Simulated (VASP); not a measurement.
# In (P6_3/mmc) in VASP: a series of runs

The runs below take In through single point, with LDA.

Everything below comes from runs of VASP 6.6.1. Logs are shortened: lines on timing, memory, paths and dates and some standing lists are left out, and cuts for length are marked.

### 1 The cell of the first run

The structure is hexagonal, space group P6_3/mmc (No. 194). The conventional cell has a = 3.330 Å, b = 3.330 Å, c = 10.691 Å, α = 90.00°, β = 90.00°, γ = 120.00°. In (site symmetry -6m2) has 12 In at 3.29 to 3.33 Å within 4.3 Å. Within 4.3 Å of In (site symmetry -3m) lie 12 In at 3.29 to 3.33 Å.

This isn't the form of In at room conditions, which is tetragonal.

### 2 Single point, LDA

File INCAR:

```
SYSTEM = In
ALGO     = Normal         ! electronic algorithm
EDIFF    = 1E-6           ! SCF threshold, eV
ENCUT    = 520            ! plane-wave cutoff, eV
ISIF     = 2              ! what is computed and relaxed
ISMEAR   = -1             ! smearing method
LASPH    = .TRUE.         ! aspherical terms in the spheres
LCHARG   = .TRUE.         ! write CHGCAR
LELF     = .TRUE.         ! ELF
LREAL    = .FALSE.        ! projectors in reciprocal space
LVHAR    = .TRUE.       
LWAVE    = .FALSE.        ! write WAVECAR
NBANDS   = 34             ! bands
NELM     = 60             ! most SCF steps
PREC     = Accurate       ! precision mode
SIGMA    = 0.05           ! smearing width, eV
```

File KPOINTS:

```
k-points
0
G
  14 14 4
  0 0 0
```

File POSCAR:

```
In
1.0
    3.3298633189      0.0000000000      0.0000000000
   -1.6649316595      2.8837462253      0.0000000000
    0.0000000000      0.0000000000     10.6906129380
In
4
Direct
    0.6666666667      0.3333333333      0.7500000000
    0.0000000000      0.0000000000      0.5000000000
    0.3333333333      0.6666666667      0.2500000000
    0.0000000000      0.0000000000      0.0000000000
```

Potentials or basis: VASP PAW LDA potentials, release 64 (In_d).

Command:

```sh
> cat potpaw_LDA.64/In_d/POTCAR > POTCAR
> mpirun -np 1 vasp_std > vasp.out
```

OUTCAR:

```text
SYSTEM = In
   EDIFF = 1E-6
   ENCUT = 520
   ISIF = 2
   ISMEAR = -1
   LASPH = .TRUE.
   LREAL = .FALSE.
   NELM = 60
   PREC = Accurate

 ion  position               nearest neighbor table
   1  0.667  0.333  0.750-   2 3.29   4 3.29   2 3.29   4 3.29   2 3.29   4 3.29
   2  0.000  0.000  0.500-   1 3.29   3 3.29   1 3.29   3 3.29   1 3.29   3 3.29
   3  0.333  0.667  0.250-   2 3.29   4 3.29   2 3.29   4 3.29   2 3.29   4 3.29
   4  0.000  0.000  0.000-   1 3.29   3 3.29   1 3.29   3 3.29   1 3.29   3 3.29

  LATTYP: Found a hexagonal cell.
 ALAT       =     3.3298633189
 C/A-ratio  =     3.2105260529

  Lattice vectors:

 A1 = (   3.3298633189,   0.0000000000,   0.0000000000)
 A2 = (  -1.6649316595,   2.8837462253,   0.0000000000)
 A3 = (   0.0000000000,   0.0000000000,  10.6906129380)

Analysis of symmetry for initial positions (statically):
=====================================================================
 Subroutine PRICEL returns:
 Original cell was already a primitive cell.

 Routine SETGRP: Setting up the symmetry group for a
 hexagonal supercell.

 Subroutine GETGRP returns: Found 24 space group operations
 (whereof 12 operations were pure point group operations)
 out of a pool of 24 trial point group operations.

The static configuration has the point symmetry D_3d.
 The point group associated with its full space group is D_6h.

Analysis of symmetry for dynamics (positions and initial velocities):
=====================================================================
 Subroutine PRICEL returns:
 Original cell was already a primitive cell.

 Routine SETGRP: Setting up the symmetry group for a
 hexagonal supercell.

 Subroutine GETGRP returns: Found 24 space group operations
 (whereof 12 operations were pure point group operations)
 out of a pool of 24 trial point group operations.

The dynamic configuration has the point symmetry D_3d.
 The point group associated with its full space group is D_6h.

 Subroutine INISYM returns: Found 24 space group operations
 (whereof 12 operations are pure point group operations),
 and found     1 'primitive' translations

----------------------------------------------------------------------------------------

                                     Primitive cell

  volume of cell :     102.6564

  direct lattice vectors                    reciprocal lattice vectors
     3.329863319  0.000000000  0.000000000     0.300312627  0.173385576  0.000000000
    -1.664931660  2.883746225  0.000000000     0.000000000  0.346771152  0.000000000
     0.000000000  0.000000000 10.690612938     0.000000000  0.000000000  0.093540006

  length of vectors
     3.329863319  3.329863319 10.690612938     0.346771152  0.346771152  0.093540006

  position of ions in fractional coordinates (direct lattice)
     0.666666667  0.333333333  0.750000000
     0.000000000  0.000000000  0.500000000
     0.333333333  0.666666667  0.250000000
     0.000000000  0.000000000  0.000000000

  ion indices of the primitive-cell ions
   primitive index   ion index
                 1           1
                 2           2
                 3           3
                 4           4

----------------------------------------------------------------------------------------

 KPOINTS: k-points

Automatic generation of k-mesh.
 Grid dimensions read from file:
 generate k-points for:   14   14    4

 Generating k-lattice:

  Cartesian coordinates                     Fractional coordinates (reciprocal lattice)
     0.021450902  0.012384684  0.000000000     0.071428571  0.000000000  0.000000000
     0.000000000  0.024769368  0.000000000     0.000000000  0.071428571  0.000000000
     0.000000000  0.000000000  0.023385002     0.000000000  0.000000000  0.250000000

  Length of vectors
     0.024769368  0.024769368  0.023385002

  Shift w.r.t. Gamma in fractional coordinates (k-lattice)
     0.000000000  0.000000000  0.000000000

 Subroutine IBZKPT returns following result:
 ===========================================

 Found     72 irreducible k-points:

 Following reciprocal coordinates:
            Coordinates               Weight
  0.000000  0.000000  0.000000      1.000000
  0.071429 -0.000000  0.000000      6.000000
  0.142857  0.000000  0.000000      6.000000
  0.214286  0.000000  0.000000      6.000000
  0.285714  0.000000  0.000000      6.000000
  0.357143 -0.000000  0.000000      6.000000
[... 16 lines left out ...]
  0.285714  0.285714  0.000000      6.000000
  0.357143  0.285714  0.000000      6.000000
 [... further k-points ...]
   k-points           NKPTS =     72   k-points in BZ     NKDIM =     72   number of bands    NBANDS=     34
   number of dos      NEDOS =    301   number of ions     NIONS =      4
   total plane-waves  NPLWV =  62720
   dimension x,y,z NGX =    28 NGY =   28 NGZ =   80
   dimension x,y,z NGXF=    56 NGYF=   56 NGZF=  160
   ions per type =               4
   NGX,Y,Z   is equivalent  to a cutoff of  13.98, 13.98, 12.44 a.u.
   NGXF,Y,Z  is equivalent  to a cutoff of  27.96, 27.96, 24.88 a.u.
 SYSTEM =  In
   PREC   = accura    normal or accurate (medium, high low for compatibility)
   ISTART =      0    job   : 0-new  1-cont  2-samecut
   ICHARG =      2    charge: 1-file 2-atom 10-const
   ISPIN  =      1    spin polarized calculation?
   LNONCOLLINEAR =      F non collinear calculations
   LSORBIT =      F    spin-orbit coupling
   LASPH  =      T    aspherical Exc in radial PAW
   ENCUT  =  520.0 eV  38.22 Ry    6.18 a.u.   6.19  6.19 19.88*2*pi/ulx,y,z
   NELM   =     60;   NELMIN=  2; NELMDL= -5     # of ELM steps
   EDIFF  = 0.1E-05   stopping-criterion for ELM
   LREAL  =      F    real-space projection
   EDIFFG = 0.1E-04   stopping-criterion for IOM
   NSW    =      0    number of steps for IOM
   IBRION =     -1    ionic relax: 0-MD 1-quasi-New 2-CG
   NFREE  =      0    steps in history (QN), initial steepest desc. (CG)
   ISIF   =      2    stress and relaxation
   ISYM   =      2    0-nonsym 1-usesym 2-fastsym
   POTIM  = 0.5000    time-step for ionic-motion
   TEBEG  =    0.0;   TEEND  =   0.0 temperature during run
   PSTRESS=    0.0 pullay stress
   NELECT =      52.0000    total number of electrons
   NUPDOWN=      -1.0000    fix difference up-down
   EMIN   =  10.00;   EMAX   =-10.00  energy-range for DOS
   EFERMI =   0.00;   METHOD = LEGACY
   ISMEAR =    -1;   SIGMA  =   0.05  broadening in eV -4-tet -1-fermi 0-gaus
   EFERMI_NEDOS =   21; number of points for ismear=-14 and -15
   IALGO  =     38    algorithm
   IMIX   =      4    mixing-type and parameters
     AMIX     =   0.40;   BMIX     =  1.00
     AMIX_MAG =   1.60;   BMIX_MAG =  1.00
  volume/ion in A,a.u.               =      25.66       173.19
  Fermi-wavevector in a.u.,A,eV,Ry     =   1.305010  2.466112 23.171426  1.703052
  Thomas-Fermi vector in A             =   2.435908
   LORBIT       =      0    0 simple, 1 ext, 2 COOP (PROOUT), +10 PAW based schemes
   GGA     = CA    functional components
   LHFCALC =     F    Hartree Fock is set to
   AEXX    =    0.0000 exact exchange contribution
   IVDW    =     0    specifies the selected vdW correction
   LEPSILON=     F    determine dielectric tensor
   LRPA    =     F    only Hartree local field effects (RPA)
 non-spin polarized calculation
  energy-cutoff  :      520.00
  volume of cell :      102.66
 maximum number of plane-waves:      2787
 NGX is ok and might be reduce to    28
   NGX = 13   NGY = 13   NGZ = 39

 number of electron      52.0000015 magnetization

 Free energy of the ion-electron system (eV)
  ---------------------------------------------------
  ext. energy  EPLUGINS =         0.00000000
  ---------------------------------------------------
  free energy    TOTEN  =       -12.83202949 eV

  energy without entropy =      -12.81832947  energy(sigma->0) =      -12.82517948

 E-fermi :   7.4243     XC(G=0): -10.6189

 val. band max:        7.4117697878   @ k =   0.2857   0.2857   0.0000
 cond. band min:       7.4931378404   @ k =   0.3571   0.2143   0.2500
 fundamental gap:      0.0813680526
 Fermi energy:         7.4242914076

 k-point     1 :       0.0000    0.0000    0.0000
  band No.  band energies     occupation
      1      -7.2074      2.00000
      2      -7.1562      2.00000
      3      -7.1465      2.00000
      4      -7.1363      2.00000
      5      -7.1363      2.00000
      6      -7.1215      2.00000
[... 26 lines left out ...]
     33      16.6509      0.00000
     34      17.7250      0.00000

 k-point     2 :       0.0714   -0.0000    0.0000
  band No.  band energies     occupation
      1      -7.1990      2.00000
      2      -7.1537      2.00000
      3      -7.1535      2.00000
      4      -7.1374      2.00000
      5      -7.1255      2.00000
      6      -7.1243      2.00000
[... 26 lines left out ...]
     33      16.2768      0.00000
     34      17.0310      0.00000

 k-point     3 :       0.1429    0.0000    0.0000
  band No.  band energies     occupation
      1      -7.1986      2.00000
      2      -7.1685      2.00000
      3      -7.1653      2.00000
      4      -7.1276      2.00000
      5      -7.1222      2.00000
      6      -7.1066      2.00000
[... 26 lines left out ...]
     33      15.4998      0.00000
     34      16.0078      0.00000
[... 704 lines left out ...]
 k-point    23 :       0.2857    0.2857    0.0000
  band No.  band energies     occupation
      1      -7.2262      2.00000
      2      -7.2035      2.00000
      3      -7.2025      2.00000
      4      -7.1596      2.00000
      5      -7.1243      2.00000
      6      -7.1092      2.00000
[... 26 lines left out ...]
     33      10.8067      0.00000
     34      11.8369      0.00000

 k-point    24 :       0.3571    0.2857    0.0000
  band No.  band energies     occupation
      1      -7.2226      2.00000
      2      -7.2035      2.00000
      3      -7.1862      2.00000
      4      -7.1798      2.00000
      5      -7.1362      2.00000
      6      -7.1054      2.00000
[... 26 lines left out ...]
     33      10.6107      0.00000
     34      11.1305      0.00000

 [... further k-points ...]

------------------------ aborting loop because EDIFF is reached ----------------------------------------

  FORCE on cell =-STRESS in cart. coord.  units (eV):
  Direction    XX          YY          ZZ          XY          YZ          ZX
  --------------------------------------------------------------------------------------
  -------------------------------------------------------------------------------------
  Total       -1.2405003     -1.2405003     -0.8549761      0.0000000      0.0000000      0.0000000
  in kB      -19.3607148    -19.3607148    -13.3437694      0.0000000      0.0000000      0.0000000
  external PRESSURE =     -17.3550663 kB  Pullay stress =       0.0000000 kB

 VOLUME and BASIS-vectors are now :
 -----------------------------------------------------------------------------
  energy-cutoff  :      520.00
  volume of cell :      102.66
      direct lattice vectors                 reciprocal lattice vectors
     3.329863319  0.000000000  0.000000000     0.300312627  0.173385576  0.000000000
    -1.664931660  2.883746225  0.000000000     0.000000000  0.346771152  0.000000000
     0.000000000  0.000000000 10.690612938     0.000000000  0.000000000  0.093540006

 POSITION                                       TOTAL-FORCE (eV/Angst)
 -----------------------------------------------------------------------------------
      1.66493      0.96125      8.01796         0.000000      0.000000      0.000000
      0.00000      0.00000      5.34531         0.000000      0.000000      0.000000
     -0.00000      1.92250      2.67265        -0.000000     -0.000000     -0.000000
      0.00000      0.00000      0.00000         0.000000      0.000000      0.000000
 -----------------------------------------------------------------------------------
    total drift:                                0.000000     -0.000000      0.000000

  FREE ENERGIE OF THE ION-ELECTRON SYSTEM (eV)
  ---------------------------------------------------
  free  energy   TOTEN  =       -12.8320294893 eV

  energy  without entropy=      -12.8183294720  energy(sigma->0) =      -12.82517948
```

It took 3.6 min on 1 thread of AMD EPYC 9R45 (Zen 5), shared host; peak memory 0.27 GiB.

Results:

* Free energy: -12.8320 eV
* Pressure: -1.7 GPa
* Band gap on the k mesh: zero (bands 26 and 27 overlap by 4.91 eV)

Caveat: spin-orbit coupling is left out, which moves the levels of the heavy elements.

### 3 Single point, LDA

This run uses another cell than the first one, of 26.46 Å³/atom.

File INCAR:

```
SYSTEM = In
PREC = Accurate ; ENCUT = 520
EDIFF = 1E-7 ; ISMEAR = -1
SIGMA = 0.05 ; LREAL = .False.
LASPH = .True. ; NELM = 60
ALGO = Normal ; ISIF = 2
LWAVE = .False. ; LCHARG = .False.
NBANDS = 34
```

File KPOINTS:

```
Automatic mesh
0
Gamma
  14 14 4
  0 0 0
```

File POSCAR:

```
In
1.0
    3.3638438630      0.0000000000      0.0000000000
   -1.6819219315      2.9131742397      0.0000000000
    0.0000000000      0.0000000000     10.7997083600
In
4
Direct
    0.6666666667      0.3333333333      0.7500000000
    0.0000000000      0.0000000000      0.5000000000
    0.3333333333      0.6666666667      0.2500000000
    0.0000000000      0.0000000000      0.0000000000
```

Potentials or basis: VASP PAW LDA potentials, release 64 (In_d).

Command:

```sh
> cat potpaw_LDA.64/In_d/POTCAR > POTCAR
> mpirun -np 1 vasp_std > vasp.out
```

Run time: 3.2 min. Hardware: 1 thread of AMD EPYC 9R45 (Zen 5), shared host; peak memory 0.28 GiB.

It converged, with:

```
Free energy            : -12.7873 eV
Pressure               : -2.9 GPa
Band gap on the k mesh : zero (bands 26 and 27 overlap by 4.80 eV)
```

Stress tensor (GPa, compression positive):
```
-3.05  0.00  0.00
 0.00 -3.05  0.00
 0.00  0.00 -2.57
```

Levels at points of the mesh, in eV from the Fermi level:
```
           k point  band 24  band 25  band 26  band 27  band 28  band 29
(0.00, 0.00, 0.00)    -4.17    -3.23     3.36     3.37     7.99     7.99
(0.50, 0.00, 0.00)    -3.05    -2.99    -2.73     0.33     0.47     1.42
(0.00, 0.00, 0.50)    -6.27    -0.45    -0.45     7.62     7.62     8.25
(0.50, 0.00, 0.50)    -3.92    -1.57    -1.57    -1.15    -1.15     3.54
```

Caveat: spin-orbit coupling is left out, which moves the levels of the heavy elements.

### 4 Single point, LDA

This run uses another cell than the first one, of 27.25 Å³/atom.

File INCAR:

```
ALGO     = Normal         # electronic algorithm
EDIFF    = 1E-6           # SCF threshold, eV
ENCUT    = 520            # plane-wave cutoff, eV
GGA      = CA             # functional
ISIF     = 2              # what is computed and relaxed
ISMEAR   = -1             # smearing method
LASPH    = T              # aspherical terms in the spheres
LCHARG   = T              # write CHGCAR
LELF     = T              # ELF
LREAL    = F              # projectors in reciprocal space
LVHAR    = T            
LWAVE    = F              # write WAVECAR
NBANDS   = 34             # bands
NELM     = 80             # most SCF steps
PREC     = Accurate       # precision mode
SIGMA    = 0.05           # smearing width, eV
```

File KPOINTS:

```
k-points
0
Gamma
  14 14 4
```

File POSCAR:

```
In
1.0
    3.3971514139      0.0000000000      0.0000000000
   -1.6985757070      2.9420194249      0.0000000000
    0.0000000000      0.0000000000     10.9066431200
In
4
Direct
    0.6666666667      0.3333333333      0.7500000000
    0.0000000000      0.0000000000      0.5000000000
    0.3333333333      0.6666666667      0.2500000000
    0.0000000000      0.0000000000      0.0000000000
```

Command:

```sh
> cat potpaw_LDA.64/In_d/POTCAR > POTCAR
> mpirun -np 1 vasp_std > vasp.out
```

Run time: 3.2 min. Hardware: 1 thread of AMD EPYC 9R45 (Zen 5), shared host; peak memory 0.28 GiB.

The run converged. Its results:

```
Free energy            : -12.7222 eV
Pressure               : -3.8 GPa
Band gap on the k mesh : zero (bands 26 and 27 overlap by 4.68 eV)
```

Stress tensor (GPa, compression positive):
```
-3.92  0.00  0.00
 0.00 -3.92  0.00
 0.00  0.00 -3.55
```

Levels at points of the mesh, in eV from the Fermi level:
```
           k point  band 24  band 25  band 26  band 27  band 28  band 29
(0.00, 0.00, 0.00)    -4.16    -3.10     3.28     3.28     7.80     7.80
(0.50, 0.00, 0.00)    -3.04    -2.88    -2.62     0.27     0.44     1.42
(0.00, 0.00, 0.50)    -6.15    -0.44    -0.44     7.45     7.45     8.05
(0.50, 0.00, 0.50)    -3.84    -1.54    -1.54    -1.13    -1.13     3.47
```

Caveat: the cell stands under tension; spin-orbit coupling is left out, which moves the levels of the heavy elements.

### 5 Summary

```tsv
cell	gap on the mesh (eV)	pressure (GPa)
a = 3.330, b = 3.330, c = 10.691 Å, angles 90.0, 90.0, 120.0°, 4 atoms	none	-1.7
a = 3.364, b = 3.364, c = 10.800 Å, angles 90.0, 90.0, 120.0°, 4 atoms	none	-2.9
a = 3.397, b = 3.397, c = 10.907 Å, angles 90.0, 90.0, 120.0°, 4 atoms	none	-3.8
```

Alike in all rows: task single point; level LDA; potentials or basis VASP PAW LDA potentials, release 64 (In_d); no spin polarisation; k mesh 14 × 14 × 4; cutoff (eV) 520; smearing fermi-dirac 0.05 eV.

Caveats: spin-orbit coupling is left out, which moves the levels of the heavy elements; the cell stands under tension (at least some runs).

Absolute energies hang on the potentials; compare differences alone.
